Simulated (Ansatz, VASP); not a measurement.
## Cu: VASP beside Ansatz

File INCAR:

```
PREC     = Accurate       # precision mode
ENCUT    = 520            # plane-wave cutoff, eV
EDIFF    = 1E-7           # SCF threshold, eV
ISMEAR   = 0              # smearing method
SIGMA    = 0.15           # smearing width, eV
LREAL    = F              # projectors in reciprocal space
LASPH    = T              # aspherical terms in the spheres
NELM     = 100            # most SCF steps
ALGO     = Fast           # electronic algorithm
ISIF     = 2              # what is computed and relaxed
LWAVE    = F              # write WAVECAR
LCHARG   = T              # write CHGCAR
GGA      = PS             # functional
LELF     = T              # ELF
LVHAR    = T            
NBANDS   = 12             # bands
```

KPOINTS

```
regular mesh
0
Gamma
  22 22 22
```

POSCAR

```
Cu
1.0
   -0.0831136094      1.8707243280      1.7816422171
    1.6925601062     -0.0831136094      1.7816422171
    1.6094464968      1.7876107185      0.0000000000
Cu
1
Direct
    0.0000000000      0.0000000000      0.0000000000
```

Input for Ansatz:

```yaml
crystal:
  lattice:
    - [-0.0831136094, 1.870724328, 1.7816422171]
    - [1.6925601062, -0.0831136094, 1.7816422171]
    - [1.6094464968, 1.7876107185, 0.0]
  atoms:
    - { symbol: Cu, position: [0.0, 0.0, 0.0] }
basis:
  ecutwfc: 520.0
kpoints:
  mp_grid: { grid: [22, 22, 22] }
hamiltonian:
  xc: pbesol
  pseudopotentials: { kind: paw, azcp: { folder: soft_1 } }
scf:
  occupations: { method: gaussian, width: 0.15 }
output:
  forces: true
  stress: true
  eigenvalues: true
```

Change from the starting cell: engineering shear strain xy -0.0933, strain +e along x and -e along y -0.0500.

Alike in both runs: task single point; functional PBEsol; k mesh 22 × 22 × 22; occupations gaussian, width 0.15 eV; no spin polarisation.

|  | VASP | Ansatz |
| --- | --- | --- |
| version | VASP 6.6.1 | Ansatz 0.2.0 |
| potentials or method | VASP PAW PBE potentials, release 64 (Cu), cutoff 520 eV | scalar-relativistic, plane waves, PAW |
| valence electrons in the cell | 11 | 19 |

```csv
,VASP,Ansatz,Ansatz less VASP
gap on the k mesh at the Fermi level (eV),none,none,-
pressure (GPa),3.0,2.3,-0.74
"traceless stress, the component that is largest in VASP (GPa)",8.61,8.61,+0.005
```

VASP's potentials were made for PBE, not for PBEsol, and Ansatz warns of the same on its side. A gap of «none» marks a metal or a gap that the smearing closes. VASP's potentials hold 11 valence electrons a cell and Ansatz's 19, so a difference there can come from the potentials and not from the codes.
